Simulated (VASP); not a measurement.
# Si6C (R-3) in VASP: single point with PBE

Aim: the single point of Si6C with PBE.

Program: VASP 6.6.1. These are calculated values, not measurements. Logs are shortened: lines on timing, memory, paths and dates and some standing lists are left out, and cuts for length are marked.

## 1. The cell of the first run

Symmetry: R-3, No. 148, trigonal system. The conventional cell has a = 9.799 Å, b = 9.799 Å, c = 9.070 Å, α = 90.00°, β = 90.00°, γ = 120.00°. Within 2.7 Å of Si (site symmetry 1) lie 1 C at 2.05 Å and 3 Si at 2.39 to 2.46 Å. Within 3.1 Å of Si (site symmetry 1) lie 4 Si at 2.36 to 2.39 Å. Within 2.1 Å of C (site symmetry 3) lie 1 C at 1.61 Å and 3 Si at 2.05 Å.

## 2. Single point, PBE (volume scaled by 1.06, then relaxed in part)

File INCAR:

```
SYSTEM = Si6C
ALGO = Normal
EDIFF = 1E-7
ENCUT = 520
GGA = PE
ISIF = 2
ISMEAR = 0
LASPH = .True.
LCHARG = .False.
LREAL = .False.
LWAVE = .False.
NBANDS = 41
NELM = 100
PREC = Accurate
SIGMA = 0.02
```

File KPOINTS:

```
k-points
0
Gamma
  6 6 6
  0 0 0
```

File POSCAR:

```
Si6C
1.0
    4.8993769766      2.8286566163      3.0231870276
   -4.8993769766      2.8286566163      3.0231870276
    0.0000000000     -5.6573132326      3.0231870276
Si C
12 2
Direct
    0.3886318800      0.1382129879      0.0130307012
    0.6113681200      0.8617870121      0.9869692988
    0.6153299363      0.7387588364      0.3195468919
    0.3846700637      0.2612411636      0.6804531081
    0.0130307012      0.3886318800      0.1382129879
    0.9869692988      0.6113681200      0.8617870121
    0.3195468919      0.6153299363      0.7387588364
    0.6804531081      0.3846700637      0.2612411636
    0.1382129879      0.0130307012      0.3886318800
    0.8617870121      0.9869692988      0.6113681200
    0.2612411636      0.6804531081      0.3846700637
    0.7387588364      0.3195468919      0.6153299363
    0.9112275420      0.9112275420      0.9112275420
    0.0887724580      0.0887724580      0.0887724580
```

Potentials or basis: VASP PAW PBE potentials, release 64 (Si, C).

On the command line:

```bash
> cat potpaw_PBE.64/Si/POTCAR potpaw_PBE.64/C/POTCAR > POTCAR
> mpirun -np 1 vasp_std > vasp.out
```

OUTCAR:

```text
SYSTEM = Si6C
   EDIFF = 1E-7
   ENCUT = 520
   GGA = PE
   ISIF = 2
   ISMEAR = 0
   LASPH = .True.
   LREAL = .False.
   NELM = 100
   PREC = Accurate

 ion  position               nearest neighbor table
   1  0.389  0.138  0.013-  14 2.05   8 2.39   4 2.39   2 2.46
   2  0.611  0.862  0.987-  13 2.05   7 2.39   3 2.39   1 2.46
   3  0.615  0.739  0.320-  11 2.36   8 2.36  10 2.39   2 2.39
   4  0.385  0.261  0.680-  12 2.36   7 2.36   9 2.39   1 2.39
   5  0.013  0.389  0.138-  14 2.05  11 2.39   8 2.39   6 2.46
   6  0.987  0.611  0.862-  13 2.05  12 2.39   7 2.39   5 2.46
   7  0.320  0.615  0.739-  11 2.36   4 2.36   2 2.39   6 2.39
   8  0.680  0.385  0.261-  12 2.36   3 2.36   1 2.39   5 2.39
   9  0.138  0.013  0.389-  14 2.05   4 2.39  11 2.39  10 2.46
  10  0.862  0.987  0.611-  13 2.05   3 2.39  12 2.39   9 2.46
  11  0.261  0.680  0.385-   7 2.36   3 2.36   5 2.39   9 2.39
  12  0.739  0.320  0.615-   8 2.36   4 2.36   6 2.39  10 2.39
  13  0.911  0.911  0.911-  14 1.61  10 2.05   2 2.05   6 2.05
  14  0.089  0.089  0.089-  13 1.61   9 2.05   1 2.05   5 2.05

  LATTYP: Found a trigonal (rhomboedric) cell.
 ALAT       =     6.4144253691
 COS(alpha) =    -0.1667993985

  Lattice vectors:

 A1 = (   4.8993769766,   2.8286566163,   3.0231870276)
 A2 = (  -4.8993769766,   2.8286566163,   3.0231870276)
 A3 = (   0.0000000000,  -5.6573132326,   3.0231870276)

Analysis of symmetry for initial positions (statically):
=====================================================================
 Subroutine PRICEL returns:
 Original cell was already a primitive cell.

 Routine SETGRP: Setting up the symmetry group for a
 trigonal (rhombohedral) supercell.

 Subroutine GETGRP returns: Found  6 space group operations
 (whereof  6 operations were pure point group operations)
 out of a pool of 12 trial point group operations.

The static configuration has the point symmetry S_6 .

Analysis of symmetry for dynamics (positions and initial velocities):
=====================================================================
 Subroutine PRICEL returns:
 Original cell was already a primitive cell.

 Routine SETGRP: Setting up the symmetry group for a
 trigonal (rhombohedral) supercell.

 Subroutine GETGRP returns: Found  6 space group operations
 (whereof  6 operations were pure point group operations)
 out of a pool of 12 trial point group operations.

The dynamic configuration has the point symmetry S_6 .

 Subroutine INISYM returns: Found  6 space group operations
 (whereof  6 operations are pure point group operations),
 and found     1 'primitive' translations

----------------------------------------------------------------------------------------

                                     Primitive cell

  volume of cell :     251.3838

  direct lattice vectors                    reciprocal lattice vectors
     4.899376977  2.828656616  3.023187028     0.102053792  0.058920784  0.110258919
    -4.899376977  2.828656616  3.023187028    -0.102053792  0.058920784  0.110258919
     0.000000000 -5.657313233  3.023187028     0.000000000 -0.117841569  0.110258919

  length of vectors
     6.414425369  6.414425369  6.414425369     0.161380496  0.161380496  0.161380496

  position of ions in fractional coordinates (direct lattice)
     0.388631880  0.138212988  0.013030701
     0.611368120  0.861787012  0.986969299
     0.615329936  0.738758836  0.319546892
     0.384670064  0.261241164  0.680453108
     0.013030701  0.388631880  0.138212988
     0.986969299  0.611368120  0.861787012
     0.319546892  0.615329936  0.738758836
     0.680453108  0.384670064  0.261241164
     0.138212988  0.013030701  0.388631880
     0.861787012  0.986969299  0.611368120
     0.261241164  0.680453108  0.384670064
     0.738758836  0.319546892  0.615329936
     0.911227542  0.911227542  0.911227542
     0.088772458  0.088772458  0.088772458

  ion indices of the primitive-cell ions
   primitive index   ion index
                 1           1
                 2           2
                 3           3
                 4           4
                 5           5
                 6           6
                 7           7
                 8           8
                 9           9
                10          10
                11          11
                12          12
                13          13
                14          14

----------------------------------------------------------------------------------------

 KPOINTS: k-points

Automatic generation of k-mesh.
 Grid dimensions read from file:
 generate k-points for:    6    6    6

 Generating k-lattice:

  Cartesian coordinates                     Fractional coordinates (reciprocal lattice)
     0.017008965  0.009820131  0.018376486     0.166666667  0.000000000 -0.000000000
    -0.017008965  0.009820131  0.018376486     0.000000000  0.166666667 -0.000000000
     0.000000000 -0.019640261  0.018376486    -0.000000000 -0.000000000  0.166666667

  Length of vectors
     0.026896749  0.026896749  0.026896749

  Shift w.r.t. Gamma in fractional coordinates (k-lattice)
     0.000000000  0.000000000  0.000000000

 Subroutine IBZKPT returns following result:
 ===========================================

 Found     40 irreducible k-points:

 Following reciprocal coordinates:
            Coordinates               Weight
  0.000000  0.000000  0.000000      1.000000
  0.166667  0.000000  0.000000      6.000000
  0.333333  0.000000  0.000000      6.000000
  0.500000  0.000000 -0.000000      3.000000
  0.166667  0.166667  0.000000      6.000000
  0.333333  0.166667 -0.000000      6.000000
[... 16 lines left out ...]
  0.333333  0.333333  0.166667      6.000000
  0.500000  0.333333  0.166667      6.000000
 [... further k-points ...]
   k-points           NKPTS =     40   k-points in BZ     NKDIM =     40   number of bands    NBANDS=     41
   number of dos      NEDOS =    301   number of ions     NIONS =     14
   total plane-waves  NPLWV = 110592
   dimension x,y,z NGX =    48 NGY =   48 NGZ =   48
   dimension x,y,z NGXF=    96 NGYF=   96 NGZF=   96
   ions per type =              12   2
   NGX,Y,Z   is equivalent  to a cutoff of  12.44, 12.44, 12.44 a.u.
   NGXF,Y,Z  is equivalent  to a cutoff of  24.88, 24.88, 24.88 a.u.
 SYSTEM =  Si6C
   PREC   = accura    normal or accurate (medium, high low for compatibility)
   ISTART =      0    job   : 0-new  1-cont  2-samecut
   ICHARG =      2    charge: 1-file 2-atom 10-const
   ISPIN  =      1    spin polarized calculation?
   LNONCOLLINEAR =      F non collinear calculations
   LSORBIT =      F    spin-orbit coupling
   LASPH  =      T    aspherical Exc in radial PAW
   ENCUT  =  520.0 eV  38.22 Ry    6.18 a.u.  11.93 11.93 11.93*2*pi/ulx,y,z
   NELM   =    100;   NELMIN=  2; NELMDL= -5     # of ELM steps
   EDIFF  = 0.1E-06   stopping-criterion for ELM
   LREAL  =      F    real-space projection
   EDIFFG = 0.1E-05   stopping-criterion for IOM
   NSW    =      0    number of steps for IOM
   IBRION =     -1    ionic relax: 0-MD 1-quasi-New 2-CG
   NFREE  =      0    steps in history (QN), initial steepest desc. (CG)
   ISIF   =      2    stress and relaxation
   ISYM   =      2    0-nonsym 1-usesym 2-fastsym
   POTIM  = 0.5000    time-step for ionic-motion
   TEBEG  =    0.0;   TEEND  =   0.0 temperature during run
   PSTRESS=    0.0 pullay stress
   NELECT =      56.0000    total number of electrons
   NUPDOWN=      -1.0000    fix difference up-down
   EMIN   =  10.00;   EMAX   =-10.00  energy-range for DOS
   EFERMI =   0.00;   METHOD = LEGACY
   ISMEAR =     0;   SIGMA  =   0.02  broadening in eV -4-tet -1-fermi 0-gaus
   EFERMI_NEDOS =   21; number of points for ismear=-14 and -15
   IALGO  =     38    algorithm
   IMIX   =      4    mixing-type and parameters
     AMIX     =   0.40;   BMIX     =  1.00
     AMIX_MAG =   1.60;   BMIX_MAG =  1.00
  volume/ion in A,a.u.               =      17.96       121.17
  Fermi-wavevector in a.u.,A,eV,Ry     =   0.992411  1.875386 13.400110  0.984880
  Thomas-Fermi vector in A             =   2.124221
   LORBIT       =      0    0 simple, 1 ext, 2 COOP (PROOUT), +10 PAW based schemes
   GGA     = PE    functional components
   LHFCALC =     F    Hartree Fock is set to
   AEXX    =    0.0000 exact exchange contribution
   IVDW    =     0    specifies the selected vdW correction
   LEPSILON=     F    determine dielectric tensor
   LRPA    =     F    only Hartree local field effects (RPA)
 non-spin polarized calculation
 Gauss-broadening in eV      SIGMA  =   0.02
  energy-cutoff  :      520.00
  volume of cell :      251.38
 maximum number of plane-waves:      6810
   NGX = 23   NGY = 23   NGZ = 23

 number of electron      55.9999998 magnetization

 Free energy of the ion-electron system (eV)
  ---------------------------------------------------
  ext. energy  EPLUGINS =         0.00000000
  ---------------------------------------------------
  free energy    TOTEN  =       -80.51032242 eV

  energy without entropy =      -80.51032242  energy(sigma->0) =      -80.51032242

 E-fermi :   6.2245     XC(G=0):  -9.7007

 val. band max:        6.0978648620   @ k =   0.0000   0.0000   0.0000
 cond. band min:       6.6478935450   @ k =   0.5000   0.5000   0.5000
 fundamental gap:      0.5500286830
 Fermi energy:         6.2244604224

 k-point     1 :       0.0000    0.0000    0.0000
  band No.  band energies     occupation
      1      -8.1605      2.00000
      2      -5.1058      2.00000
      3      -4.7327      2.00000
      4      -2.9303      2.00000
      5      -2.9303      2.00000
      6      -2.8942      2.00000
[... 32 lines left out ...]
     39      10.0905      0.00000
     40      10.0936      0.00000

 k-point     2 :       0.1667    0.0000    0.0000
  band No.  band energies     occupation
      1      -8.1403      2.00000
      2      -5.2247      2.00000
      3      -4.5761      2.00000
      4      -3.4714      2.00000
      5      -3.0886      2.00000
      6      -2.6190      2.00000
[... 32 lines left out ...]
     39       9.9422      0.00000
     40      10.0796      0.00000

 k-point     3 :       0.3333    0.0000    0.0000
  band No.  band energies     occupation
      1      -8.0979      2.00000
      2      -5.3842      2.00000
      3      -4.3281      2.00000
      4      -3.8458      2.00000
      5      -3.1321      2.00000
      6      -2.6095      2.00000
[... 32 lines left out ...]
     39       9.9680      0.00000
     40      10.1295      0.00000

 k-point     4 :       0.5000    0.0000   -0.0000
  band No.  band energies     occupation
      1      -8.0756      2.00000
      2      -5.4519      2.00000
      3      -4.2038      2.00000
      4      -3.9737      2.00000
      5      -3.0952      2.00000
      6      -2.7920      2.00000
[... 32 lines left out ...]
     39       9.8571      0.00000
     40       9.9308      0.00000
[... 772 lines left out ...]
     39       9.6963      0.00000
     40      10.1543      0.00000

 k-point    23 :       0.3333    0.3333    0.1667
  band No.  band energies     occupation
      1      -8.0305      2.00000
      2      -5.2697      2.00000
      3      -4.4515      2.00000
      4      -4.0036      2.00000
      5      -3.7049      2.00000
      6      -2.4642      2.00000
[... 32 lines left out ...]
     39       9.7779      0.00000
     40       9.9053      0.00000

 k-point    24 :       0.5000    0.3333    0.1667
  band No.  band energies     occupation
      1      -8.0226      2.00000
      2      -5.0990      2.00000
      3      -4.6696      2.00000
      4      -4.0037      2.00000
      5      -3.5598      2.00000
      6      -2.9712      2.00000
[... 32 lines left out ...]
     39       9.6555      0.00000
     40       9.9353      0.00000

 [... further k-points ...]

 [bands above 40 left out]

------------------------ aborting loop because EDIFF is reached ----------------------------------------

  FORCE on cell =-STRESS in cart. coord.  units (eV):
  Direction    XX          YY          ZZ          XY          YZ          ZX
  --------------------------------------------------------------------------------------
  -------------------------------------------------------------------------------------
  Total       -8.7061441     -8.7061441     -8.7063576     -0.0000000      0.0000000      0.0000000
  in kB      -55.4880013    -55.4880013    -55.4893620     -0.0000002      0.0000000      0.0000000
  external PRESSURE =     -55.4884549 kB  Pullay stress =       0.0000000 kB

 VOLUME and BASIS-vectors are now :
 -----------------------------------------------------------------------------
  energy-cutoff  :      520.00
  volume of cell :      251.38
      direct lattice vectors                 reciprocal lattice vectors
     4.899376977  2.828656616  3.023187028     0.102053792  0.058920784  0.110258919
    -4.899376977  2.828656616  3.023187028    -0.102053792  0.058920784  0.110258919
     0.000000000 -5.657313233  3.023187028     0.000000000 -0.117841569  0.110258919

 POSITION                                       TOTAL-FORCE (eV/Angst)
 -----------------------------------------------------------------------------------
      1.22690      1.41654      1.63214         0.004352      0.009450      0.005043
     -1.22690     -1.41654      7.43742        -0.004352     -0.009450     -0.005043
     -0.60472      2.02248      5.05971         0.001381     -0.000956     -0.001857
      0.60472     -2.02248      4.00985        -0.001381      0.000956      0.001857
     -1.84021      0.35425      1.63214        -0.010360     -0.000956      0.005043
      1.84021     -0.35425      7.43742         0.010360      0.000956     -0.005043
     -1.44915     -1.53494      5.05971         0.000137      0.001674     -0.001857
      1.44915      1.53494      4.00985        -0.000137     -0.001674      0.001857
      0.61332     -1.77080      1.63214         0.006008     -0.008494      0.005043
     -0.61332      1.77080      7.43742        -0.006008      0.008494     -0.005043
     -2.05388      0.48753      4.00985         0.001519      0.000718      0.001857
      2.05388     -0.48753      5.05971        -0.001519     -0.000718     -0.001857
      0.00000      0.00000      8.26443        -0.000000     -0.000000     -0.019960
      0.00000      0.00000      0.80513        -0.000000     -0.000000      0.019960
 -----------------------------------------------------------------------------------
    total drift:                                0.000000      0.000000     -0.000000

  FREE ENERGIE OF THE ION-ELECTRON SYSTEM (eV)
  ---------------------------------------------------
  free  energy   TOTEN  =       -80.5103224181 eV

  energy  without entropy=      -80.5103224181  energy(sigma->0) =      -80.51032242
```

Run time: 10 min. Hardware: 1 thread of Oxide Virtual Turin-like, shared host; peak memory 0.46 GiB.

What came out:

```
Free energy            : -80.5103 eV
Pressure               : -5.5 GPa
Largest force          : 0.020 eV/Å
Band gap on the k mesh : 0.55 eV, indirect (least direct gap 1.20 eV)
```

Forces in eV/Å, atoms in the order of the input:
```
Si   0.004  0.009  0.005
Si  -0.004 -0.009 -0.005
Si   0.001 -0.001 -0.002
Si  -0.001  0.001  0.002
Si  -0.010 -0.001  0.005
Si   0.010  0.001 -0.005
Si   0.000  0.002 -0.002
Si   0.000 -0.002  0.002
Si   0.006 -0.008  0.005
Si  -0.006  0.008 -0.005
Si   0.002  0.001  0.002
Si  -0.002 -0.001 -0.002
C    0.000  0.000 -0.020
C    0.000  0.000  0.020
```
